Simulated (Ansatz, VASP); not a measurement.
# One calculation of Cu3N, two programs

The input INCAR:

```
PREC = Accurate ; ENCUT = 600
EDIFF = 1E-6 ; ISMEAR = 0
SIGMA = 0.01 ; LREAL = F
LASPH = T ; NELM = 120
ALGO = Normal ; ISIF = 2
LWAVE = F ; LCHARG = T
GGA = PE ; LELF = T
LVHAR = T ; NBANDS = 27
GGA_COMPAT = F
```

KPOINTS

```
Automatic mesh
0
Gamma
  10 10 10
```

POSCAR

```
Cu3N
1.0
    3.8272904609      0.0000000000      0.0000000000
    0.0000000000      3.8272904609      0.0000000000
    0.0000000000      0.0000000000      3.8272904609
Cu N
3 1
Direct
    0.5000000000      0.0000000000      0.0000000000
    0.0000000000      0.5000000000      0.0000000000
    0.0000000000      0.0000000000      0.5000000000
    0.0000000000      0.0000000000      0.0000000000
```

Input for Ansatz:

```yaml
crystal:
  lattice:
    - [3.8272904609, 0.0, 0.0]
    - [0.0, 3.8272904609, 0.0]
    - [0.0, 0.0, 3.8272904609]
  atoms:
    - { symbol: Cu, position: [0.5, 0.0, 0.0] }
    - { symbol: Cu, position: [0.0, 0.5, 0.0] }
    - { symbol: Cu, position: [0.0, 0.0, 0.5] }
    - { symbol: "N", position: [0.0, 0.0, 0.0] }
basis:
  ecutwfc: 420
kpoints:
  mp_grid: { grid: [10, 10, 10] }
hamiltonian:
  xc: pbe
scf:
  occupations: { method: gaussian, width: 0.01 }
output:
  forces: false
  stress: false
  eigenvalues: true
  eigenstates:
    kpoints:
      - [0.5, 0.5, 0.5]
      - [0.512182644, 0.5, 0.5]
      - [0.487817356, 0.5, 0.5]
      - [0.5, 0.512182644, 0.5]
      - [0.5, 0.487817356, 0.5]
      - [0.5, 0.5, 0.512182644]
      - [0.5, 0.5, 0.487817356]
      - [0.50861443, 0.50861443, 0.5]
      - [0.49138557, 0.49138557, 0.5]
      - [0.50861443, 0.5, 0.50861443]
      - [0.49138557, 0.5, 0.49138557]
      - [0.5, 0.50861443, 0.50861443]
      - [0.5, 0.49138557, 0.49138557]
      - [0.507033653, 0.507033653, 0.507033653]
      - [0.492966347, 0.492966347, 0.492966347]
      - [0.0, 0.5, 0.5]
      - [0.012182644, 0.5, 0.5]
      - [-0.012182644, 0.5, 0.5]
      - [0.0, 0.512182644, 0.5]
      - [0.0, 0.487817356, 0.5]
      - [0.0, 0.5, 0.512182644]
      - [0.0, 0.5, 0.487817356]
      - [0.00861443, 0.50861443, 0.5]
      - [-0.00861443, 0.49138557, 0.5]
      - [0.00861443, 0.5, 0.50861443]
      - [-0.00861443, 0.5, 0.49138557]
      - [0.0, 0.50861443, 0.50861443]
      - [0.0, 0.49138557, 0.49138557]
      - [0.007033653, 0.507033653, 0.507033653]
      - [-0.007033653, 0.492966347, 0.492966347]
    e_range: [-1.723114, 1.723114]
checkpoint:
  read: start.run
  write: ck
  compress: false
  write_wavefunctions: false
  write_every: 100000
```

Alike in both runs: task single point; functional PBE; k mesh 10 × 10 × 10; occupations gaussian, width 0.01 eV; no spin polarisation.

|  | VASP | Ansatz |
| --- | --- | --- |
| version | VASP 6.6.1 | Ansatz 0.2.0 |
| potentials or method | VASP PAW PBE potentials, release 64 (Cu, N), cutoff 600 eV | scalar-relativistic, plane waves, PAW |
| valence electrons in the cell | 38 | 62 |

|  | VASP | Ansatz | Ansatz less VASP |
| --- | --- | --- | --- |
| gap on the k mesh at the Fermi level (eV) | 0.25 | 0.22 | -0.023 |
| least direct gap on the mesh (eV) | 0.79 | 0.75 | -0.033 |

VASP's potentials hold 38 valence electrons a cell and Ansatz's 62, so a difference there can come from the potentials and not from the codes.
